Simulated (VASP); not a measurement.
Runs of VASP 6.6.1 on W. The structure is that of space group Im-3m (No. 229), or close to it. The cells are those of the table. 

```tsv
task	level	cell	smearing	gap on the mesh (eV)	pressure (GPa)
single point	r2SCAN+D3(BJ)	a = 2.740 Å, angles 109.5°, 1 atom	methfessel-paxton 0.1 eV	none	-0.3
relaxation of cell and atoms	r2SCAN	relaxed from a = 2.785 Å, angles 109.5°, 1 atom	fermi-dirac 0.1 eV	none	0.0
single point	r2SCAN+D3(BJ)	a = 2.785 Å, angles 109.5°, 1 atom	methfessel-paxton 0.1 eV	none	(a)
single point	r2SCAN	a = 2.745 Å, angles 109.5°, 1 atom	fermi-dirac 0.1 eV	none	1.2
```

Alike in all rows: potentials or basis VASP PAW PBE potentials, release 64 (W_sv); no spin polarisation; k mesh 8 × 8 × 8; cutoff (eV) 550.

**Question.** Fill in the values left out.

**Answer.** (a) -14.8.

Caveats: the PAW data sets were made with another functional, which shifts forces and pressure a little; spin-orbit coupling is left out, which moves the levels of the heavy elements; three body term missing (some runs); pairwise dispersion overbinds metals, which lowers pressure and volume (some runs).

A k mesh can miss the band edges, and the runs leave out spin-orbit coupling on W.

A gap of «none» marks levels without a gap at the run's occupations.
